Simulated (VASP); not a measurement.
# B (Im-3m) in VASP: a series of runs

The runs below take B through single point, relaxation of cell and atoms, with PBE.

All numbers are computed with VASP 6.6.1; they aren't measurements. Logs are shortened: lines on timing, memory, paths and dates and some standing lists are left out, and cuts for length are marked.

## Step 1: The cell of the first run

It takes space group Im-3m (No. 229, cubic). Conventional cell: a = 5.409 Å, b = 5.409 Å, c = 5.409 Å, α = 90.00°, β = 90.00°, γ = 90.00°. Within 2.2 Å of B (site symmetry 3m) lie 4 B at 1.63 to 1.77 Å.

## Step 2: Single point, PBE

File INCAR:

```
SYSTEM = B
PREC = Accurate
ENCUT = 520
EDIFF = 1E-6
ISMEAR = 0
SIGMA = 0.1
LREAL = .False.
LASPH = .True.
NELM = 100
ALGO = Normal
ISIF = 2
LWAVE = .False.
LCHARG = .False.
GGA = PE
NBANDS = 22
```

File KPOINTS:

```
Automatic mesh
0
Gamma
  10 10 10
  0 0 0
```

File POSCAR:

```
B
1.0
   -2.7046512501      2.7046512501      2.7046512501
    2.7046512501     -2.7046512501      2.7046512501
    2.7046512501      2.7046512501     -2.7046512501
B
8
Direct
    0.3264693572      0.0000000000      0.0000000000
    0.6735306428      0.6735306428      0.6735306428
    0.0000000000      0.3264693572      0.0000000000
    0.0000000000      0.0000000000      0.3264693572
    0.0000000000      0.6735306428      0.0000000000
    0.3264693572      0.3264693572      0.3264693572
    0.6735306428      0.0000000000      0.0000000000
    0.0000000000      0.0000000000      0.6735306428
```

Potentials or basis: VASP PAW PBE potentials, release 64 (B).

On the command line:

```
$ cat potpaw_PBE.64/B/POTCAR > POTCAR
$ mpirun -np 1 vasp_std > vasp.out
```

OUTCAR:

```text
SYSTEM = B
   PREC = Accurate
   ENCUT = 520
   EDIFF = 1E-6
   ISMEAR = 0
   LREAL = .False.
   LASPH = .True.
   NELM = 100
   ISIF = 2
   GGA = PE

 ion  position               nearest neighbor table
   1  0.326  0.000  0.000-   7 1.63   6 1.77   5 1.77   8 1.77
   2  0.674  0.674  0.674-   6 1.63   5 1.77   7 1.77   8 1.77
   3  0.000  0.326  0.000-   5 1.63   6 1.77   7 1.77   8 1.77
   4  0.000  0.000  0.326-   8 1.63   6 1.77   7 1.77   5 1.77
   5  0.000  0.674  0.000-   3 1.63   2 1.77   1 1.77   4 1.77
   6  0.326  0.326  0.326-   2 1.63   1 1.77   3 1.77   4 1.77
   7  0.674  0.000  0.000-   1 1.63   2 1.77   3 1.77   4 1.77
   8  0.000  0.000  0.674-   4 1.63   2 1.77   3 1.77   1 1.77

  LATTYP: Found a body centered cubic cell.
 ALAT       =     5.4093025002

  Lattice vectors:

 A1 = (  -2.7046512501,   2.7046512501,   2.7046512501)
 A2 = (   2.7046512501,  -2.7046512501,   2.7046512501)
 A3 = (   2.7046512501,   2.7046512501,  -2.7046512501)

Analysis of symmetry for initial positions (statically):
=====================================================================
 Subroutine PRICEL returns:
 Original cell was already a primitive cell.

 Routine SETGRP: Setting up the symmetry group for a
 body centered cubic supercell.

 Subroutine GETGRP returns: Found 48 space group operations
 (whereof 48 operations were pure point group operations)
 out of a pool of 48 trial point group operations.

The static configuration has the point symmetry O_h .

Analysis of symmetry for dynamics (positions and initial velocities):
=====================================================================
 Subroutine PRICEL returns:
 Original cell was already a primitive cell.

 Routine SETGRP: Setting up the symmetry group for a
 body centered cubic supercell.

 Subroutine GETGRP returns: Found 48 space group operations
 (whereof 48 operations were pure point group operations)
 out of a pool of 48 trial point group operations.

The dynamic configuration has the point symmetry O_h .

 Subroutine INISYM returns: Found 48 space group operations
 (whereof 48 operations are pure point group operations),
 and found     1 'primitive' translations

----------------------------------------------------------------------------------------

                                     Primitive cell

  volume of cell :      79.1396

  direct lattice vectors                    reciprocal lattice vectors
    -2.704651250  2.704651250  2.704651250     0.000000000  0.184866718  0.184866718
     2.704651250 -2.704651250  2.704651250     0.184866718  0.000000000  0.184866718
     2.704651250  2.704651250 -2.704651250     0.184866718  0.184866718  0.000000000

  length of vectors
     4.684593382  4.684593382  4.684593382     0.261441020  0.261441020  0.261441020

  position of ions in fractional coordinates (direct lattice)
     0.326469357  0.000000000  0.000000000
     0.673530643  0.673530643  0.673530643
     0.000000000  0.326469357  0.000000000
     0.000000000  0.000000000  0.326469357
     0.000000000  0.673530643  0.000000000
     0.326469357  0.326469357  0.326469357
     0.673530643  0.000000000  0.000000000
     0.000000000  0.000000000  0.673530643

  ion indices of the primitive-cell ions
   primitive index   ion index
                 1           1
                 2           2
                 3           3
                 4           4
                 5           5
                 6           6
                 7           7
                 8           8

----------------------------------------------------------------------------------------

 KPOINTS: Automatic mesh

Automatic generation of k-mesh.
 Grid dimensions read from file:
 generate k-points for:   10   10   10

 Generating k-lattice:

  Cartesian coordinates                     Fractional coordinates (reciprocal lattice)
     0.000000000  0.018486672  0.018486672     0.100000000  0.000000000  0.000000000
     0.018486672  0.000000000  0.018486672     0.000000000  0.100000000  0.000000000
     0.018486672  0.018486672  0.000000000     0.000000000  0.000000000  0.100000000

  Length of vectors
     0.026144102  0.026144102  0.026144102

  Shift w.r.t. Gamma in fractional coordinates (k-lattice)
     0.000000000  0.000000000  0.000000000

 Subroutine IBZKPT returns following result:
 ===========================================

 Found     47 irreducible k-points:

 Following reciprocal coordinates:
            Coordinates               Weight
  0.000000  0.000000  0.000000      1.000000
  0.100000  0.000000  0.000000     12.000000
  0.200000  0.000000  0.000000     12.000000
  0.300000  0.000000  0.000000     12.000000
  0.400000  0.000000  0.000000     12.000000
  0.500000  0.000000  0.000000      6.000000
[... 16 lines left out ...]
  0.300000  0.300000  0.100000      8.000000
 -0.300000  0.300000  0.100000     24.000000
 [... further k-points ...]
   k-points           NKPTS =     47   k-points in BZ     NKDIM =     47   number of bands    NBANDS=     22
   number of dos      NEDOS =    301   number of ions     NIONS =      8
   total plane-waves  NPLWV =  46656
   dimension x,y,z NGX =    36 NGY =   36 NGZ =   36
   dimension x,y,z NGXF=    72 NGYF=   72 NGZF=   72
   ions per type =               8
   NGX,Y,Z   is equivalent  to a cutoff of  12.78, 12.78, 12.78 a.u.
   NGXF,Y,Z  is equivalent  to a cutoff of  25.55, 25.55, 25.55 a.u.
 SYSTEM =  B
   PREC   = accura    normal or accurate (medium, high low for compatibility)
   ISTART =      0    job   : 0-new  1-cont  2-samecut
   ICHARG =      2    charge: 1-file 2-atom 10-const
   ISPIN  =      1    spin polarized calculation?
   LNONCOLLINEAR =      F non collinear calculations
   LSORBIT =      F    spin-orbit coupling
   LASPH  =      T    aspherical Exc in radial PAW
   ENCUT  =  520.0 eV  38.22 Ry    6.18 a.u.   8.71  8.71  8.71*2*pi/ulx,y,z
   NELM   =    100;   NELMIN=  2; NELMDL= -5     # of ELM steps
   EDIFF  = 0.1E-05   stopping-criterion for ELM
   LREAL  =      F    real-space projection
   EDIFFG = 0.1E-04   stopping-criterion for IOM
   NSW    =      0    number of steps for IOM
   IBRION =     -1    ionic relax: 0-MD 1-quasi-New 2-CG
   NFREE  =      0    steps in history (QN), initial steepest desc. (CG)
   ISIF   =      2    stress and relaxation
   ISYM   =      2    0-nonsym 1-usesym 2-fastsym
   POTIM  = 0.5000    time-step for ionic-motion
   TEBEG  =    0.0;   TEEND  =   0.0 temperature during run
   PSTRESS=    0.0 pullay stress
   NELECT =      24.0000    total number of electrons
   NUPDOWN=      -1.0000    fix difference up-down
   EMIN   =  10.00;   EMAX   =-10.00  energy-range for DOS
   EFERMI =   0.00;   METHOD = LEGACY
   ISMEAR =     0;   SIGMA  =   0.10  broadening in eV -4-tet -1-fermi 0-gaus
   EFERMI_NEDOS =   21; number of points for ismear=-14 and -15
   IALGO  =     38    algorithm
   IMIX   =      4    mixing-type and parameters
     AMIX     =   0.40;   BMIX     =  1.00
     AMIX_MAG =   1.60;   BMIX_MAG =  1.00
  volume/ion in A,a.u.               =       9.89        66.76
  Fermi-wavevector in a.u.,A,eV,Ry     =   1.099885  2.078481 16.459610  1.209747
  Thomas-Fermi vector in A             =   2.236287
   LORBIT       =      0    0 simple, 1 ext, 2 COOP (PROOUT), +10 PAW based schemes
   GGA     = PE    functional components
   LHFCALC =     F    Hartree Fock is set to
   AEXX    =    0.0000 exact exchange contribution
   IVDW    =     0    specifies the selected vdW correction
   LEPSILON=     F    determine dielectric tensor
   LRPA    =     F    only Hartree local field effects (RPA)
 non-spin polarized calculation
 Gauss-broadening in eV      SIGMA  =   0.10
  energy-cutoff  :      520.00
  volume of cell :       79.14
 maximum number of plane-waves:      2214
   NGX = 17   NGY = 17   NGZ = 17

 number of electron      24.0000000 magnetization

 Free energy of the ion-electron system (eV)
  ---------------------------------------------------
  ext. energy  EPLUGINS =         0.00000000
  ---------------------------------------------------
  free energy    TOTEN  =       -46.63664852 eV

  energy without entropy =      -46.62944317  energy(sigma->0) =      -46.63304585

 E-fermi :   2.6797     XC(G=0):  -9.9973

 val. band max:        2.6639647708   @ k =   0.2000   0.2000   0.1000
 cond. band min:       2.7122670926   @ k =   0.4000   0.0000   0.0000
 fundamental gap:      0.0483023218
 Fermi energy:         2.6797158135

 k-point     1 :       0.0000    0.0000    0.0000
  band No.  band energies     occupation
      1     -10.8785      2.00000
      2      -4.3308      2.00000
      3      -4.3308      2.00000
      4      -4.3308      2.00000
      5      -3.7939      2.00000
      6      -2.9908      2.00000
[... 14 lines left out ...]
     21      11.6650      0.00000
     22      11.9761      0.00000

 k-point     2 :       0.1000    0.0000    0.0000
  band No.  band energies     occupation
      1     -10.8286      2.00000
      2      -4.9519      2.00000
      3      -4.5417      2.00000
      4      -4.3116      2.00000
      5      -3.4749      2.00000
      6      -3.0710      2.00000
[... 14 lines left out ...]
     21      12.2879      0.00000
     22      12.3349      0.00000

 k-point     3 :       0.2000    0.0000    0.0000
  band No.  band energies     occupation
      1     -10.6873      2.00000
      2      -5.7553      2.00000
      3      -4.8966      2.00000
      4      -4.2608      2.00000
      5      -3.4794      2.00000
      6      -3.2563      2.00000
[... 14 lines left out ...]
     21      12.5654      0.00000
     22      13.0279      0.00000
[... 476 lines left out ...]
 k-point    23 :       0.3000    0.3000    0.1000
  band No.  band energies     occupation
      1     -10.1124      2.00000
      2      -6.5544      2.00000
      3      -6.5544      2.00000
      4      -5.4255      2.00000
      5      -2.8972      2.00000
      6      -1.2345      2.00000
[... 14 lines left out ...]
     21      12.3485      0.00000
     22      12.3486      0.00000

 k-point    24 :      -0.3000    0.3000    0.1000
  band No.  band energies     occupation
      1     -10.4401      2.00000
      2      -6.4288      2.00000
      3      -5.3684      2.00000
      4      -4.7783      2.00000
      5      -3.1537      2.00000
      6      -2.9474      2.00000
[... 14 lines left out ...]
     21      12.0126      0.00000
     22      12.7878      0.00000

 [... further k-points ...]
[... 5 lines left out ...]
  --------------------------------------------------------------------------------------
  -------------------------------------------------------------------------------------
  Total       -0.0130245     -0.0130245     -0.0130245      0.0000000      0.0000000     -0.0000000
  in kB       -0.2636804     -0.2636804     -0.2636804      0.0000000      0.0000000     -0.0000000
  external PRESSURE =      -0.2636804 kB  Pullay stress =       0.0000000 kB

 VOLUME and BASIS-vectors are now :
 -----------------------------------------------------------------------------
  energy-cutoff  :      520.00
  volume of cell :       79.14
      direct lattice vectors                 reciprocal lattice vectors
    -2.704651250  2.704651250  2.704651250     0.000000000  0.184866718  0.184866718
     2.704651250 -2.704651250  2.704651250     0.184866718  0.000000000  0.184866718
     2.704651250  2.704651250 -2.704651250     0.184866718  0.184866718  0.000000000

 POSITION                                       TOTAL-FORCE (eV/Angst)
 -----------------------------------------------------------------------------------
     -0.88299      0.88299      0.88299        -0.000866      0.000866      0.000866
      1.82167      1.82167      1.82167        -0.000866     -0.000866     -0.000866
      0.88299     -0.88299      0.88299         0.000866     -0.000866      0.000866
      0.88299      0.88299     -0.88299         0.000866      0.000866     -0.000866
      1.82167     -1.82167      1.82167        -0.000866      0.000866     -0.000866
      0.88299      0.88299      0.88299         0.000866      0.000866      0.000866
     -1.82167      1.82167      1.82167         0.000866     -0.000866     -0.000866
      1.82167      1.82167     -1.82167        -0.000866     -0.000866      0.000866
 -----------------------------------------------------------------------------------
    total drift:                                0.000000      0.000000     -0.000000

  FREE ENERGIE OF THE ION-ELECTRON SYSTEM (eV)
  ---------------------------------------------------
  free  energy   TOTEN  =       -46.6366485237 eV

  energy  without entropy=      -46.6294431726  energy(sigma->0) =      -46.63304585
```

Run time: 54 s. Hardware: 1 thread of Intel Xeon Platinum 8259CL at 2.50GHz (Skylake/Cascade Lake), shared host; peak memory 0.22 GiB.

What came out:

```
Free energy            : -46.6366 eV
Pressure               : 0.0 GPa
Band gap on the k mesh : zero (band 12 reaches 2.86 eV, above the bottom of band 13 at 1.07 eV)
```

Levels at points of the mesh, in eV from the Fermi level:
| k point | band 8 | band 9 | band 10 | band 11 | band 12 | band 13 | band 14 | band 15 | band 16 | band 17 |
| --- | --- | --- | --- | --- | --- | --- | --- | --- | --- | --- |
| (0.00, 0.00, 0.00) | -5.67 | -2.11 | -2.11 | -2.11 | -1.54 | -1.54 | 3.29 | 3.29 | 3.29 | 6.46 |
| (0.50, 0.00, 0.00) | -3.03 | -2.51 | -2.26 | -1.13 | -0.11 | 0.48 | 0.84 | 1.10 | 1.61 | 6.26 |
| (0.50, 0.50, 0.50) | -2.26 | -2.26 | -2.26 | -1.61 | -1.61 | -1.61 | 3.26 | 3.26 | 3.26 | 5.83 |

## Step 3: Relaxation of cell and atoms, PBE

File INCAR:

```
SYSTEM = B
ALGO = Normal
EDIFF = 1E-7
EDIFFG = -0.01
ENCUT = 600
GGA = PE
IBRION = 2
ISIF = 3
ISMEAR = 0
LASPH = .True.
LCHARG = .False.
LREAL = .False.
LWAVE = .False.
NELM = 100
NSW = 100
PREC = Accurate
SIGMA = 0.1
```

File KPOINTS:

```
k-points
0
Gamma
  10 10 10
  0 0 0
```

File POSCAR:

```
B
1.0
   -2.7038466036      2.7038466036      2.7038466036
    2.7038466036     -2.7038466036      2.7038466036
    2.7038466036      2.7038466036     -2.7038466036
B
8
Direct
    0.3264946198      0.0000000000      0.0000000000
    0.6735053802      0.6735053802      0.6735053802
    0.0000000000      0.3264946198      0.0000000000
    0.0000000000      0.0000000000      0.3264946198
    0.0000000000      0.6735053802      0.0000000000
    0.3264946198      0.3264946198      0.3264946198
    0.6735053802      0.0000000000      0.0000000000
    0.0000000000      0.0000000000      0.6735053802
```

Potentials or basis: VASP PAW PBE potentials, release 64 (B).

On the command line:

```
$ cat potpaw_PBE.64/B/POTCAR > POTCAR
$ mpirun -np 1 vasp_std > vasp.out
```

It took 64 s on 1 thread of Intel Xeon Platinum 8259CL at 2.50GHz (Skylake/Cascade Lake), shared host; peak memory 0.24 GiB.

The run converged. Its results:

- Free energy: -46.6432 eV
- Pressure after relaxing: 0.1 GPa
- Band gap on the k mesh: zero (band 12 reaches 2.87 eV, above the bottom of band 13 at 1.08 eV)

Final structure:
```cif
data_structure
_symmetry_space_group_name_H-M 'P 1'
_symmetry_Int_Tables_number 1
_cell_length_a 4.6832
_cell_length_b 4.6832
_cell_length_c 4.6832
_cell_angle_alpha 109.471
_cell_angle_beta 109.471
_cell_angle_gamma 109.471
_cell_volume 79.07
loop_
_atom_site_label
_atom_site_type_symbol
_atom_site_fract_x
_atom_site_fract_y
_atom_site_fract_z
_atom_site_occupancy
B1 B 0.32649 0.00000 0.00000 1
B2 B 0.67351 0.67351 0.67351 1
B3 B 0.00000 0.32649 0.00000 1
B4 B 0.00000 0.00000 0.32649 1
B5 B 0.00000 0.67351 0.00000 1
B6 B 0.32649 0.32649 0.32649 1
B7 B 0.67351 0.00000 0.00000 1
B8 B 0.00000 0.00000 0.67351 1
```

Levels at points of the mesh, in eV from the Fermi level:
```csv
k point,band 8,band 9,band 10,band 11,band 12,band 13,band 14,band 15,band 16,band 17
"(0.00, 0.00, 0.00)",-5.67,-2.12,-2.12,-2.12,-1.54,-1.54,3.29,3.29,3.29,6.46
"(0.50, 0.00, 0.00)",-3.03,-2.51,-2.27,-1.13,-0.11,0.47,0.84,1.10,1.61,6.26
"(0.50, 0.50, 0.50)",-2.26,-2.26,-2.26,-1.61,-1.61,-1.61,3.27,3.27,3.27,5.84
```

Caveat: the relaxation stopped at its first step, so nothing moved.

## Step 4: Single point, PBE

File INCAR:

```
PREC = Accurate
ENCUT = 520
EDIFF = 1E-6
ISMEAR = 0
SIGMA = 0.1
LREAL = F
LASPH = T
NELM = 100
ALGO = Normal
ISIF = 2
LWAVE = F
LCHARG = T
GGA = PE
LELF = T
LVHAR = T
NBANDS = 22
```

File KPOINTS:

```
Automatic mesh
0
Gamma
  6 6 6
```

POSCAR is that of step 3.

On the command line:

```
$ cat potpaw_PBE.64/B/POTCAR > POTCAR
$ mpirun -np 1 vasp_std > vasp.out
```

Run time: 24 s. Hardware: 1 thread of Intel Xeon Platinum 8259CL at 2.50GHz (Skylake/Cascade Lake), shared host; peak memory 0.19 GiB.

It converged, with:

```yaml
Free_energy: -46.6410 eV
Pressure: 0.2 GPa
Band_gap_on_the_k_mesh: zero (band 12 reaches 2.91 eV, above the bottom of band 13 at 1.08 eV)
```

Forces on the atoms (eV/Å):
```
B    0.002 -0.002 -0.002
B    0.002  0.002  0.002
B   -0.002  0.002 -0.002
B   -0.002 -0.002  0.002
B    0.002 -0.002  0.002
B   -0.002 -0.002 -0.002
B   -0.002  0.002  0.002
B    0.002  0.002 -0.002
```

Levels at points of the mesh, in eV from the Fermi level:
```
           k point  band 8  band 9  band 10  band 11  band 12  band 13  band 14  band 15  band 16  band 17
(0.00, 0.00, 0.00)   -5.59   -2.03    -2.03    -2.03    -1.46    -1.46     3.37     3.37     3.37     6.55
(0.50, 0.00, 0.00)   -2.95   -2.43    -2.18    -1.05    -0.02     0.56     0.93     1.19     1.69     6.35
(0.50, 0.50, 0.50)   -2.17   -2.17    -2.17    -1.52    -1.52    -1.52     3.35     3.35     3.35     5.92
```

[end of part 1 of 2]
